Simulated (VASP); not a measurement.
# Al in VASP: notebook

Runs on Al. Level: PBE. Tasks: single point.

Everything below comes from runs of VASP 6.6.1. Logs are shortened: lines on timing, memory, paths and dates and some standing lists are left out, and cuts for length are marked.

### Step 1. The cell of the first run

The typed cell holds 2 atoms: a = 3.960 Å, b = 3.960 Å, c = 3.960 Å, α = 103.98°, β = 89.88°, γ = 139.51°.

### Step 2. Single point, PBE

File INCAR:

```
SYSTEM = Al
PREC = Accurate
ENCUT = 520
EDIFF = 1E-7
ISMEAR = 0
SIGMA = 0.1
LREAL = .FALSE.
LASPH = .TRUE.
NELM = 80
ALGO = Normal
ISIF = 2
LWAVE = .FALSE.
LCHARG = .TRUE.
GGA = PE
LELF = .TRUE.
LVHAR = .TRUE.
NBANDS = 10
```

File KPOINTS:

```
Automatic mesh
0
G
  8 8 8
  0 0 0
```

File POSCAR:

```
Al
1.0
   -2.4383382031      2.8030355428      1.3702131394
    2.4383382031     -2.8030355428      1.3702131394
    2.4383382031      2.8030355428     -1.3702131394
Al
2
Direct
    0.2500789740      0.0000789740      0.2500000000
    0.7499210260      0.9999210260      0.7500000000
```

Potentials or basis: VASP PAW PBE potentials, release 64 (Al).

Run with:

```sh
cat potpaw_PBE.64/Al/POTCAR > POTCAR
mpirun -np 1 vasp_std > vasp.out
```

OUTCAR:

```text
SYSTEM = Al
   PREC = Accurate
   ENCUT = 520
   EDIFF = 1E-7
   ISMEAR = 0
   LREAL = .FALSE.
   LASPH = .TRUE.
   NELM = 80
   ISIF = 2
   GGA = PE

 ion  position               nearest neighbor table
   1  0.250  0.000  0.250-   2 2.80   2 2.80   2 2.80   2 2.80   2 2.80   2 2.80
   2  0.750  1.000  0.750-   1 2.80   1 2.80   1 2.80   1 2.80   1 2.80   1 2.80

  LATTYP: Found a body centered orthorhombic cell.
 ALAT       =     2.7404262788
 B/A-ratio  =     1.7795320545
 C/A-ratio  =     2.0456930839

  Lattice vectors:

 A1 = (   2.4383382031,  -2.8030355428,   1.3702131394)
 A2 = (  -2.4383382031,  -2.8030355428,  -1.3702131394)
 A3 = (   2.4383382031,   2.8030355428,  -1.3702131394)

Analysis of symmetry for initial positions (statically):
=====================================================================
 Subroutine PRICEL returns:
 Original cell was already a primitive cell.

 Routine SETGRP: Setting up the symmetry group for a
 body centered orthorhombic supercell.

 Subroutine GETGRP returns: Found  8 space group operations
 (whereof  4 operations were pure point group operations)
 out of a pool of  8 trial point group operations.

The static configuration has the point symmetry C_2h.
 The point group associated with its full space group is D_2h.

Analysis of symmetry for dynamics (positions and initial velocities):
=====================================================================
 Subroutine PRICEL returns:
 Original cell was already a primitive cell.

 Routine SETGRP: Setting up the symmetry group for a
 body centered orthorhombic supercell.

 Subroutine GETGRP returns: Found  8 space group operations
 (whereof  4 operations were pure point group operations)
 out of a pool of  8 trial point group operations.

The dynamic configuration has the point symmetry C_2h.
 The point group associated with its full space group is D_2h.

 Subroutine INISYM returns: Found  8 space group operations
 (whereof  4 operations are pure point group operations),
 and found     1 'primitive' translations

----------------------------------------------------------------------------------------

                                     Primitive cell

  volume of cell :      37.4602

  direct lattice vectors                    reciprocal lattice vectors
    -2.438338203  2.803035543  1.370213139     0.000000000  0.178378045  0.364906733
     2.438338203 -2.803035543  1.370213139     0.205057690  0.000000000  0.364906733
     2.438338203  2.803035543 -1.370213139     0.205057690  0.178378045  0.000000000

  length of vectors
     3.959796143  3.959796143  3.959796143     0.406171947  0.418575656  0.271785546

  position of ions in fractional coordinates (direct lattice)
     0.250078974  0.000078974  0.250000000
     0.749921026  0.999921026  0.750000000

  ion indices of the primitive-cell ions
   primitive index   ion index
                 1           1
                 2           2

----------------------------------------------------------------------------------------

 KPOINTS: Automatic mesh

Automatic generation of k-mesh.
 Grid dimensions read from file:
 generate k-points for:    8    8    8

 Generating k-lattice:

  Cartesian coordinates                     Fractional coordinates (reciprocal lattice)
     0.000000000  0.022297256  0.045613342     0.125000000 -0.000000000  0.000000000
     0.025632211  0.000000000  0.045613342     0.000000000  0.125000000  0.000000000
     0.025632211  0.022297256  0.000000000     0.000000000 -0.000000000  0.125000000

  Length of vectors
     0.050771493  0.052321957  0.033973193

  Shift w.r.t. Gamma in fractional coordinates (k-lattice)
     0.000000000  0.000000000  0.000000000

 Subroutine IBZKPT returns following result:
 ===========================================

 Found     95 irreducible k-points:

 Following reciprocal coordinates:
            Coordinates               Weight
  0.000000  0.000000  0.000000      1.000000
  0.125000  0.000000  0.000000      4.000000
  0.250000  0.000000  0.000000      4.000000
  0.375000  0.000000  0.000000      4.000000
  0.500000  0.000000  0.000000      2.000000
  0.000000  0.125000  0.000000      4.000000
[... 16 lines left out ...]
  0.125000  0.375000  0.000000      8.000000
  0.250000  0.375000  0.000000      8.000000
 [... further k-points ...]
   k-points           NKPTS =     95   k-points in BZ     NKDIM =     95   number of bands    NBANDS=     10
   number of dos      NEDOS =    301   number of ions     NIONS =      2
   total plane-waves  NPLWV =  27000
   dimension x,y,z NGX =    30 NGY =   30 NGZ =   30
   dimension x,y,z NGXF=    60 NGYF=   60 NGZF=   60
   ions per type =               2
   NGX,Y,Z   is equivalent  to a cutoff of  12.60, 12.60, 12.60 a.u.
   NGXF,Y,Z  is equivalent  to a cutoff of  25.19, 25.19, 25.19 a.u.
 SYSTEM =  Al
   PREC   = accura    normal or accurate (medium, high low for compatibility)
   ISTART =      0    job   : 0-new  1-cont  2-samecut
   ICHARG =      2    charge: 1-file 2-atom 10-const
   ISPIN  =      1    spin polarized calculation?
   LNONCOLLINEAR =      F non collinear calculations
   LSORBIT =      F    spin-orbit coupling
   LASPH  =      T    aspherical Exc in radial PAW
   ENCUT  =  520.0 eV  38.22 Ry    6.18 a.u.   7.36  7.36  7.36*2*pi/ulx,y,z
   NELM   =     80;   NELMIN=  2; NELMDL= -5     # of ELM steps
   EDIFF  = 0.1E-06   stopping-criterion for ELM
   LREAL  =      F    real-space projection
   EDIFFG = 0.1E-05   stopping-criterion for IOM
   NSW    =      0    number of steps for IOM
   IBRION =     -1    ionic relax: 0-MD 1-quasi-New 2-CG
   NFREE  =      0    steps in history (QN), initial steepest desc. (CG)
   ISIF   =      2    stress and relaxation
   ISYM   =      2    0-nonsym 1-usesym 2-fastsym
   POTIM  = 0.5000    time-step for ionic-motion
   TEBEG  =    0.0;   TEEND  =   0.0 temperature during run
   PSTRESS=    0.0 pullay stress
   NELECT =       6.0000    total number of electrons
   NUPDOWN=      -1.0000    fix difference up-down
   EMIN   =  10.00;   EMAX   =-10.00  energy-range for DOS
   EFERMI =   0.00;   METHOD = LEGACY
   ISMEAR =     0;   SIGMA  =   0.10  broadening in eV -4-tet -1-fermi 0-gaus
   EFERMI_NEDOS =   21; number of points for ismear=-14 and -15
   IALGO  =     38    algorithm
   IMIX   =      4    mixing-type and parameters
     AMIX     =   0.40;   BMIX     =  1.00
     AMIX_MAG =   1.60;   BMIX_MAG =  1.00
  volume/ion in A,a.u.               =      18.73       126.40
  Fermi-wavevector in a.u.,A,eV,Ry     =   0.889068  1.680095 10.754617  0.790442
  Thomas-Fermi vector in A             =   2.010580
   LORBIT       =      0    0 simple, 1 ext, 2 COOP (PROOUT), +10 PAW based schemes
   GGA     = PE    functional components
   LHFCALC =     F    Hartree Fock is set to
   AEXX    =    0.0000 exact exchange contribution
   IVDW    =     0    specifies the selected vdW correction
   LEPSILON=     F    determine dielectric tensor
   LRPA    =     F    only Hartree local field effects (RPA)
 non-spin polarized calculation
 Gauss-broadening in eV      SIGMA  =   0.10
  energy-cutoff  :      520.00
  volume of cell :       37.46
 maximum number of plane-waves:      1024
 NGX is ok and might be reduce to    30

 number of electron       6.0000000 magnetization

 Free energy of the ion-electron system (eV)
  ---------------------------------------------------
  ext. energy  EPLUGINS =         0.00000000
  ---------------------------------------------------
  free energy    TOTEN  =        -7.06146449 eV

  energy without entropy =       -7.05770525  energy(sigma->0) =       -7.05958487

 E-fermi :   6.5206     XC(G=0):  -9.7018

 val. band max:        6.4921710682   @ k =  -0.2500   0.1250   0.0000
 cond. band min:       6.5792836775   @ k =   0.1250   0.3750   0.0000
 fundamental gap:      0.0871126093
 Fermi energy:         6.5206377355

 k-point     1 :       0.0000    0.0000    0.0000
  band No.  band energies     occupation
      1      -3.6437      2.00000
      2       5.5328      2.00000
      3       6.8752      0.00000
      4       6.8969      0.00000
      5       8.7678      0.00000
      6      13.8335      0.00000
      7      13.9643      0.00000
      8      17.7237      0.00000
      9      19.0453      0.00000
     10      19.2165      0.00000

 k-point     2 :       0.1250    0.0000    0.0000
  band No.  band energies     occupation
      1      -3.2644      2.00000
      2       5.5300      2.00000
      3       6.1417      2.00000
      4       8.2261      0.00000
      5       9.4948      0.00000
      6      12.1195      0.00000
      7      14.3839      0.00000
      8      15.5398      0.00000
      9      16.5029      0.00000
     10      17.0723      0.00000

 k-point     3 :       0.2500    0.0000    0.0000
  band No.  band energies     occupation
      1      -2.1327      2.00000
      2       5.7925      2.00000
      3       6.0748      2.00000
      4       8.7406      0.00000
      5      10.7584      0.00000
      6      11.4035      0.00000
      7      11.6678      0.00000
      8      13.0711      0.00000
      9      13.7376      0.00000
     10      14.5477      0.00000

 k-point     4 :       0.3750    0.0000    0.0000
  band No.  band energies     occupation
      1      -0.2674      2.00000
      2       5.4424      2.00000
      3       6.6065      0.22442
      4       6.7743      0.00033
      5       9.4506      0.00000
      6      10.2315      0.00000
      7      12.1411      0.00000
      8      12.8309      0.00000
      9      13.7862      0.00000
     10      14.2007      0.00000
[... 222 lines left out ...]
 k-point    22 :      -0.0000    0.3750    0.0000
  band No.  band energies     occupation
      1      -0.0460      2.00000
      2       5.0678      2.00000
      3       6.1295      2.00000
      4       6.5856      0.35817
      5       8.5296      0.00000
      6      10.2346      0.00000
      7      14.1541      0.00000
      8      14.2603      0.00000
      9      14.3732      0.00000
     10      16.0622      0.00000

 k-point    23 :       0.1250    0.3750    0.0000
  band No.  band energies     occupation
      1       2.1037      2.00000
      2       3.5990      2.00000
      3       5.0913      2.00000
      4       6.5793      0.40689
      5       8.1822      0.00000
      6       9.7597      0.00000
      7      12.1128      0.00000
      8      15.5529      0.00000
      9      15.8447      0.00000
     10      18.1638      0.00000

 k-point    24 :       0.2500    0.3750    0.0000
  band No.  band energies     occupation
      1       1.7377      2.00000
      2       2.4065      2.00000
      3       4.9422      2.00000
      4       6.8170      0.00003
      5       8.9637      0.00000
      6      10.3615      0.00000
      7      13.1725      0.00000
      8      15.2857      0.00000
      9      16.3088      0.00000
     10      17.9720      0.00000

 [... further k-points ...]

------------------------ aborting loop because EDIFF is reached ----------------------------------------

  FORCE on cell =-STRESS in cart. coord.  units (eV):
  Direction    XX          YY          ZZ          XY          YZ          ZX
  --------------------------------------------------------------------------------------
  -------------------------------------------------------------------------------------
  Total       -0.0528736      0.0058299      0.0860662      0.0000000      0.0000000      0.0000000
  in kB       -2.2614060      0.2493444      3.6810556      0.0000000      0.0000000      0.0000000
  external PRESSURE =       0.5563314 kB  Pullay stress =       0.0000000 kB

 VOLUME and BASIS-vectors are now :
 -----------------------------------------------------------------------------
  energy-cutoff  :      520.00
  volume of cell :       37.46
      direct lattice vectors                 reciprocal lattice vectors
    -2.438338203  2.803035543  1.370213139     0.000000000  0.178378045  0.364906733
     2.438338203 -2.803035543  1.370213139     0.205057690  0.000000000  0.364906733
     2.438338203  2.803035543 -1.370213139     0.205057690  0.178378045  0.000000000

 POSITION                                       TOTAL-FORCE (eV/Angst)
 -----------------------------------------------------------------------------------
      0.00000      1.40152      0.00022        -0.000000      0.000000     -0.000556
      2.43834      1.40152      1.37000         0.000000     -0.000000      0.000556
 -----------------------------------------------------------------------------------
    total drift:                               -0.000000      0.000000     -0.000000

  FREE ENERGIE OF THE ION-ELECTRON SYSTEM (eV)
  ---------------------------------------------------
  free  energy   TOTEN  =        -7.0614644901 eV

  energy  without entropy=       -7.0577052535  energy(sigma->0) =       -7.05958487
```

It took 28 s on 1 thread of AMD EPYC 7R43 (Zen 3), shared host; peak memory 0.14 GiB.

What came out:

- Free energy: -7.0615 eV
- Pressure: 0.1 GPa
- Band gap on the k mesh: zero (bands 3 and 4 overlap by 6.08 eV)

Stress tensor (GPa, compression positive):
```
-0.23  0.00  0.00
 0.00  0.02  0.00
 0.00  0.00  0.37
```

Levels at points of the mesh, in eV from the Fermi level:
```csv
k point,band 1,band 2,band 3,band 4,band 5,band 6
"(0.00, 0.00, 0.00)",-10.16,-0.99,0.35,0.38,2.25,7.31
"(0.50, 0.00, 0.00)",-4.23,-4.23,1.42,1.42,1.55,1.56
"(0.00, 0.50, 0.00)",-3.91,-3.75,-0.86,0.65,0.76,2.39
"(0.50, 0.50, 0.00)",-7.49,-7.49,1.39,1.39,4.60,4.60
"(0.50, 0.50, 0.50)",-6.34,-4.67,-4.10,-4.06,8.04,8.15
```

### Step 3. Single point, PBE

This run uses another cell than the first one: it holds 8 atoms, not 2.

File INCAR:

```
SYSTEM = Al
PREC = Accurate
ENCUT = 520
EDIFF = 1E-6
ISMEAR = 0
SIGMA = 0.2
LREAL = .False.
LASPH = .True.
NELM = 100
ALGO = Fast
ISIF = 2
LWAVE = .False.
LCHARG = .False.
GGA = PE
NBANDS = 22
```

File KPOINTS:

```
Automatic mesh
0
Gamma
  4 4 4
  0 0 0
```

File POSCAR:

```
Al
1.0
   -5.5603757925      0.0000000000      0.0000000000
    2.7801878962     -4.8173367967      0.0000000000
    0.0000000000      0.0000000000      5.6080138446
Al
8
Direct
    0.0000000000      0.0000000000      0.2500000000
    0.0000000000      0.0000000000      0.7500000000
    0.5000000000      0.5000000000      0.2500000000
    0.5000000000      0.5000000000      0.7500000000
    1.0000000000      0.5000000000      0.2500000000
    1.0000000000      0.5000000000      0.7500000000
    0.5000000000      0.0000000000      0.2500000000
    0.5000000000      0.0000000000      0.7500000000
```

Potentials or basis: VASP PAW PBE potentials, release 64 (Al).

Run with:

```sh
cat potpaw_PBE.64/Al/POTCAR > POTCAR
mpirun -np 1 vasp_std > vasp.out
```

OUTCAR:

```text
SYSTEM = Al
   PREC = Accurate
   ENCUT = 520
   EDIFF = 1E-6
   ISMEAR = 0
   LREAL = .False.
   LASPH = .True.
   NELM = 100
   ISIF = 2
   GGA = PE

 ion  position               nearest neighbor table
   1  0.000  0.000  0.250-   7 2.78   7 2.78   5 2.78   5 2.78   3 2.78   3 2.78   2 2.80   2 2.80

   2  0.000  0.000  0.750-   8 2.78   8 2.78   6 2.78   6 2.78   4 2.78   4 2.78   1 2.80   1 2.80

   3  0.500  0.500  0.250-   5 2.78   5 2.78   7 2.78   7 2.78   1 2.78   1 2.78   4 2.80   4 2.80
[... 18 lines left out ...]
 A1 = (  -2.7801878962,   4.8173367967,   0.0000000000)
 A2 = (  -2.7801878963,  -4.8173367967,   0.0000000000)
 A3 = (   0.0000000000,   0.0000000000,   5.6080138446)
[... 734 lines left out ...]
  in kB       -2.1732440     -2.5266783      0.8454480     -0.0000000      0.0000000      0.0000000
  external PRESSURE =      -1.2848247 kB  Pullay stress =       0.0000000 kB

 VOLUME and BASIS-vectors are now :
 -----------------------------------------------------------------------------
  energy-cutoff  :      520.00
  volume of cell :      150.22
      direct lattice vectors                 reciprocal lattice vectors
    -5.560375793  0.000000000  0.000000000    -0.179843960 -0.103791788  0.000000000
     2.780187896 -4.817336797  0.000000000     0.000000000 -0.207583576  0.000000000
     0.000000000  0.000000000  5.608013845     0.000000000  0.000000000  0.178316250

 POSITION                                       TOTAL-FORCE (eV/Angst)
 -----------------------------------------------------------------------------------
      0.00000      0.00000      1.40200        -0.000000     -0.000000      0.000000
      0.00000      0.00000      4.20601        -0.000000      0.000000     -0.000000
     -1.39009     -2.40867      1.40200         0.000000     -0.000000     -0.000000
     -1.39009     -2.40867      4.20601         0.000000      0.000000      0.000000
      1.39009     -2.40867      1.40200        -0.000000      0.000000      0.000000
      1.39009     -2.40867      4.20601        -0.000000      0.000000     -0.000000
     -2.78019      0.00000      1.40200         0.000000     -0.000000     -0.000000
     -2.78019      0.00000      4.20601        -0.000000     -0.000000      0.000000
 -----------------------------------------------------------------------------------
    total drift:                                0.000000     -0.000000     -0.000000

  FREE ENERGIE OF THE ION-ELECTRON SYSTEM (eV)
  ---------------------------------------------------
  free  energy   TOTEN  =       -28.2340084720 eV

  energy  without entropy=      -28.1465486658  energy(sigma->0) =      -28.19027857
```

OSZICAR:

```text
N       E                     dE             d eps       ncg     rms          rms(c)
DAV:   1     0.211256027511E+02    0.21126E+02   -0.82882E+03   924   0.862E+02
DAV:   2    -0.264435723135E+02   -0.47569E+02   -0.44754E+02  1172   0.108E+02
DAV:   3    -0.283309878457E+02   -0.18874E+01   -0.18530E+01  1158   0.181E+01
DAV:   4    -0.283529805850E+02   -0.21993E-01   -0.21971E-01  1094   0.242E+00
DAV:   5    -0.283532929954E+02   -0.31241E-03   -0.31240E-03  1074   0.301E-01    0.322E+00
RMM:   6    -0.282804564825E+02    0.72837E-01   -0.16602E-02   931   0.552E-01    0.189E+00
RMM:   7    -0.282342480274E+02    0.46208E-01   -0.41637E-02   976   0.861E-01    0.222E-01
RMM:   8    -0.282339963220E+02    0.25171E-03   -0.20928E-03   992   0.244E-01    0.340E-02
RMM:   9    -0.282340050494E+02   -0.87275E-05   -0.35228E-04  1020   0.986E-02    0.530E-02
RMM:  10    -0.282340190549E+02   -0.14006E-04   -0.72560E-05  1027   0.503E-02    0.145E-02
RMM:  11    -0.282340077759E+02    0.11279E-04   -0.35935E-05  1006   0.278E-02    0.256E-03
RMM:  12    -0.282340084720E+02   -0.69614E-06   -0.69485E-06   986   0.151E-02
   1 F= -.28234008E+02 E0= -.28190279E+02  d E =-.874598E-01
```

Wall time 58 s (1 thread of AMD EPYC 7R43 (Zen 3), shared host); peak memory 0.22 GiB.

What came out:

| Quantity | Value |
| --- | --- |
| Free energy | -28.2340 eV |
| Pressure | -0.1 GPa |
| Band gap on the k mesh | zero (bands 12 and 13 overlap by 4.17 eV) |
